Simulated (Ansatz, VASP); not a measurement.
## Two plane-wave programs on Ta

Contents of INCAR:

```
  PREC = Accurate
  ENCUT = 600
  EDIFF = 1E-7
  ISMEAR = 0
  SIGMA = 0.1
  LREAL = F
  LASPH = T
  NELM = 60
  ALGO = Normal
  ISIF = 3
  LWAVE = F
  LCHARG = F
  IBRION = 2
  NSW = 100
  EDIFFG = -0.005
```

The input KPOINTS:

```
regular mesh
0
Gamma
  18 18 18
```

File POSCAR:

```
Ta
1.0
   -1.6232058268      1.6232058268      1.6232058268
    1.6232058268     -1.6232058268      1.6232058268
    1.6232058268      1.6232058268     -1.6232058268
Ta
1
Direct
    0.0000000000      0.0000000000      0.0000000000
```

Input for Ansatz:

```yaml
crystal:
  lattice:
    - [-1.6232058259, 1.6232058259, 1.6232058259]
    - [1.6232058259, -1.6232058259, 1.6232058259]
    - [1.6232058259, 1.6232058259, -1.6232058259]
  atoms:
    - { symbol: Ta, position: [0.0, 0.0, 0.0] }
basis:
  ecutwfc: 420
kpoints:
  mp_grid: { grid: [18, 18, 18] }
hamiltonian:
  xc: lda
scf:
  occupations: { method: gaussian, width: 0.1 }
output:
  forces: true
  stress: true
  eigenvalues: true
  write_density: true
  write_potential: true
  elf: true
  volumetric_format: npy
relax:
  adjacent_minimum: "off"
  f_tol: 0.005
  max_steps: 80
  cell: { stress_tol: 0.05 }
```

Alike in both runs: task relaxation of cell and atoms; functional LDA; k mesh 18 × 18 × 18; occupations gaussian, width 0.1 eV; no spin polarisation.

```csv
,VASP,Ansatz
version,VASP 6.6.1,Ansatz 0.2.0
potentials or method,"VASP PAW LDA potentials, release 64 (Ta_pv), cutoff 600 eV","scalar-relativistic, plane waves, PAW"
valence electrons in the cell,11,13
```

VASP gave:

| Quantity | Value |
| --- | --- |
| gap on the k mesh at the Fermi level, each at its own relaxed structure (eV) | none |
| relaxed volume (Å³/atom) | 17.28 |
| relaxed cell length with the largest relative difference (Å) | 2.821 |

Question: Which values does Ansatz return?

Answer: gap on the k mesh at the Fermi level, each at its own relaxed structure (eV): none; relaxed volume (Å³/atom): 17.21; relaxed cell length with the largest relative difference (Å): 2.817.

LDA's correlation is that of Perdew and Zunger in VASP and of Perdew and Wang (1992) in Ansatz. A gap of «none» marks a metal or a gap that the smearing closes. VASP's potentials hold 11 valence electrons a cell and Ansatz's 13, so a difference there can come from the potentials and not from the codes.

Spin-orbit coupling is off throughout.
